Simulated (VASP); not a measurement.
Crystal: GdMn.

```
Gd Mn
1.0
     3.44753    0.00000    0.00000
     0.00000    3.44753    0.00000
     0.00000    0.00000    3.44753
Gd Mn
1 1
Direct
  0.00000 0.00000 0.00000
  0.50000 0.50000 0.50000
```

Base run:

```yaml
Program: VASP 6.6.1
Functional: PBEsol
Potentials_or_basis: VASP PAW PBE potentials, release 64 (Gd, Mn_pv)
Cutoff: 520 eV
k_mesh: 10 × 10 × 10
Occupations: gaussian, width 0.05 eV
Spin: collinear spin, ferrimagnetic start
Starting_moments: "[7.0, -3.5] μB"
Hubbard_terms: Mn d U = 1.0 eV
```

Its results: pressure 4.2 GPa; net moment 3.69 μB per cell; site moments Gd +6.99; Mn -3.63 μB.

Question: The run is repeated on the same cell with these changes: occupations from gaussian, width 0.05 eV to fermi-dirac, width 0.025 eV; hubbard terms from Mn d U = 1.0 eV to none. What comes out?

Answer: Pressure 0.1 GPa; net moment 4.16 μB per cell; site moments Gd +6.99; Mn -3.20 μB.

Caveats: the PAW data sets were made with another functional, which shifts forces and pressure a little.
